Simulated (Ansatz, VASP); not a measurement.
**One calculation of MoSe, two programs**

```
CELL_PARAMETERS angstrom
0.00000 2.57489 2.57489
2.57489 0.00000 2.57489
2.57489 2.57489 0.00000
ATOMIC_POSITIONS crystal
Mo 0.00000 0.00000 0.00000
Se 0.50000 0.50000 0.50000
```

Alike in both runs: task single point; functional PBE; k mesh 14 × 14 × 14; occupations gaussian, width 0.1 eV; no spin polarisation.

|  | VASP | Ansatz |
| --- | --- | --- |
| version | VASP 6.6.1 | Ansatz 0.2.0 |
| potentials or method | VASP PAW PBE potentials, release 64 (Mo_sv, Se), cutoff 500 eV | scalar-relativistic, plane waves, PAW |
| valence electrons in the cell | 20 | 30 |

```csv
,VASP,Ansatz,Ansatz less VASP
gap on the k mesh at the Fermi level (eV),none,none,-
pressure (GPa),6.6,6.3,-0.31
```

A gap of «none» marks a metal or a gap that the smearing closes. The functional is the same, so the differences come from potentials, cutoffs and numerics. VASP's potentials hold 20 valence electrons a cell and Ansatz's 30, so a difference there can come from the potentials and not from the codes.
